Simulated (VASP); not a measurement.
## Fe: single point with revPBE

The system is Fe.

```
Fe
1.0
     4.16523    0.00000    0.00000
    -2.08261    3.60719    0.00000
     0.00000    0.00000    2.37718
Fe
3
Cartesian
  -2.0826 3.6072 0.0000
  0.0000 2.4048 1.1886
  2.0826 1.2024 1.1886
```

This isn't the form of Fe at room conditions, which is bcc.

| Quantity | Value |
| --- | --- |
| Program | VASP 6.6.1 |
| Task | single point |
| Functional | revPBE |
| Potentials or basis | VASP PAW PBE potentials, release 64 (Fe_sv) |
| Cutoff | 690 eV |
| k mesh | 10 × 10 × 15 |
| Occupations | fermi-dirac, width 0.05 eV |
| Spin | collinear spin, ferromagnetic start |
| Starting moments | [2.648, 2.584, 2.584] μB |
| Dipole correction | no |
| Further INCAR settings | ALGO = Normal; EDIFF = 1e-06; NBANDS = 35 |

```
Pressure                                              : 3.9 GPa
Net moment                                            : 7.47 μB per cell
Site moments                                          : Fe +2.55, +2.42 (each value once) μB
Valence electrons inside the program's atomic spheres : Fe 13.71, 13.76 (each value once)
```

Stress tensor (GPa, compression positive):
```
4.32 0.00 0.00
0.00 4.32 0.00
0.00 0.00 3.13
```

Levels at points of the mesh, in eV from the Fermi level:
Spin up:
| k point | band 26 | band 27 | band 28 | band 29 | band 30 | band 31 |
| --- | --- | --- | --- | --- | --- | --- |
| (0.00, 0.00, 0.00) | -1.56 | -0.55 | -0.55 | 5.63 | 5.63 | 5.65 |
| (0.50, 0.00, 0.00) | -0.83 | -0.81 | -0.62 | -0.41 | -0.25 | 6.14 |
Spin down:
```tsv
k point	band 18	band 19	band 20	band 21	band 22	band 23
(0.00, 0.00, 0.00)	-1.74	-1.68	-0.99	0.20	0.20	1.40
(0.50, 0.00, 0.00)	-1.34	-1.03	-0.83	-0.13	0.84	1.51
```

Run time: 3.1 min on 1 thread of Intel(R) Xeon(R) Platinum 8488C (Sapphire Rapids), on a shared host, peak memory 0.38 GiB.

Caveat: the cell stands under pressure; the PAW data sets were made with another functional, which shifts forces and pressure a little.
